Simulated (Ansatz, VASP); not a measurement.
AlGa3N4 in VASP and in Ansatz

File INCAR:

```
SYSTEM = AlGa3N4
PREC = Accurate ; ENCUT = 520
EDIFF = 1E-6 ; ISMEAR = 0
SIGMA = 0.05 ; LREAL = .False.
LASPH = .True. ; NELM = 100
ALGO = Normal ; ISIF = 2
LWAVE = .False. ; LCHARG = .False.
NBANDS = 41
```

File KPOINTS:

```
Automatic mesh
0
Gamma
  6 6 6
  0 0 0
```

POSCAR

```
AlGa3N4
1.0
    4.5510656502     -0.2021709988     -0.2021709988
   -0.2021709988      4.5510656502     -0.2021709988
   -0.2021709988     -0.2021709988      4.5510656502
Al Ga N
1 3 4
Direct
    0.0000000000      0.0000000000      0.0000000000
    0.5000000000      0.5000000000      0.0000000000
    0.5000000000      0.0000000000      0.5000000000
    0.0000000000      0.5000000000      0.5000000000
    0.7548078379      0.7548078379      0.2451921621
    0.7548078379      0.2451921621      0.7548078379
    0.2451921621      0.7548078379      0.7548078379
    0.2451921621      0.2451921621      0.2451921621
```

Input for Ansatz:

```yaml
crystal:
  lattice:
    - [4.5510656502, -0.2021709988, -0.2021709988]
    - [-0.2021709988, 4.5510656502, -0.2021709988]
    - [-0.2021709988, -0.2021709988, 4.5510656502]
  atoms:
    - { symbol: Al, position: [0.0, 0.0, 0.0] }
    - { symbol: Ga, position: [0.5, 0.5, 0.0] }
    - { symbol: Ga, position: [0.5, 0.0, 0.5] }
    - { symbol: Ga, position: [0.0, 0.5, 0.5] }
    - { symbol: "N", position: [0.7548078379, 0.7548078379, 0.2451921621] }
    - { symbol: "N", position: [0.7548078379, 0.2451921621, 0.7548078379] }
    - { symbol: "N", position: [0.2451921621, 0.7548078379, 0.7548078379] }
    - { symbol: "N", position: [0.2451921621, 0.2451921621, 0.2451921621] }
basis:
  ecutwfc: 520.0
kpoints:
  mp_grid: { grid: [6, 6, 6] }
hamiltonian:
  xc: lda
  pseudopotentials: { kind: paw, azcp: { folder: soft_1 } }
scf:
  occupations: { method: gaussian, width: 0.05 }
output:
  forces: true
  stress: true
  eigenvalues: true
```

Alike in both runs: task single point; functional LDA; k mesh 6 × 6 × 6; occupations gaussian, width 0.05 eV; no spin polarisation.

|  | VASP | Ansatz |
| --- | --- | --- |
| version | VASP 6.6.1 | Ansatz 0.2.0 |
| potentials or method | VASP PAW LDA potentials, release 64 (Al, Ga_d, N), cutoff 520 eV | scalar-relativistic, plane waves, PAW |
| valence electrons in the cell | 62 | 62 |

Ansatz gave:

```
gap on the k mesh at the Fermi level (eV)                     : 1.52
least direct gap on the mesh (eV)                             : 1.52
pressure (GPa)                                                : -8.4
traceless stress, the component that is largest in VASP (GPa) : 17.31
rms of the force components (eV/Å)                            : 1.010
```

**Question.** Which values does VASP return?

**Answer.** gap on the k mesh at the Fermi level (eV): 1.52; least direct gap on the mesh (eV): 1.52; pressure (GPa): -7.6; traceless stress, the component that is largest in VASP (GPa): 17.58; rms of the force components (eV/Å): 1.045.

Ansatz warns that its potentials were made for another functional, while VASP's fit it. LDA's correlation is that of Perdew and Zunger in VASP and of Perdew and Wang (1992) in Ansatz. Atom by atom the forces differ by 0.036 eV/Å (rms over components).
